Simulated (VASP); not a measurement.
Input of a VASP 6.6.1 run:

Contents of INCAR:

```
  PREC = Accurate
  ENCUT = 520
  EDIFF = 1E-6
  ISMEAR = 0
  SIGMA = 0.1
  LREAL = F
  LASPH = T
  NELM = 60
  ALGO = Normal
  ISIF = 2
  LWAVE = F
  LCHARG = F
  GGA = PE
  NBANDS = 26
```

The input KPOINTS:

```
regular mesh
0
Gamma
  4 4 4
```

POSCAR

```
Be2ZnTe2O
1.0
   -2.5117919142      2.5117919142      5.0496413343
    2.5117919142     -2.5117919142      5.0496413343
    2.5117919142      2.5117919142     -5.0496413343
Be Zn Te O
2 1 2 1
Direct
    0.7500000000      0.2500000000      0.5000000000
    0.2500000000      0.7500000000      0.5000000000
    0.5000000000      0.5000000000      0.0000000000
    0.2063495307      0.2063495307      0.0000000000
    0.7936504693      0.7936504693      0.0000000000
    0.0000000000      0.0000000000      0.0000000000
```

Potentials or basis: VASP PAW PBE potentials, release 64 (Be, Zn, Te, O).

Launch:

```sh
$ cat potpaw_PBE.64/Be/POTCAR potpaw_PBE.64/Zn/POTCAR potpaw_PBE.64/Te/POTCAR potpaw_PBE.64/O/POTCAR > POTCAR
$ mpirun -np 1 vasp_std > vasp.out
```

(1) What does it give for the largest force?

(2) Predict the band gap on the k mesh.

(3) What does it give for the pressure?

## Answers

(1) 0.032 eV/Å.

(2) zero (bands 17 and 18 overlap by 2.16 eV).

(3) 0.0 GPa.

Caveat: spin-orbit coupling is left out, which moves the levels of the heavy elements.
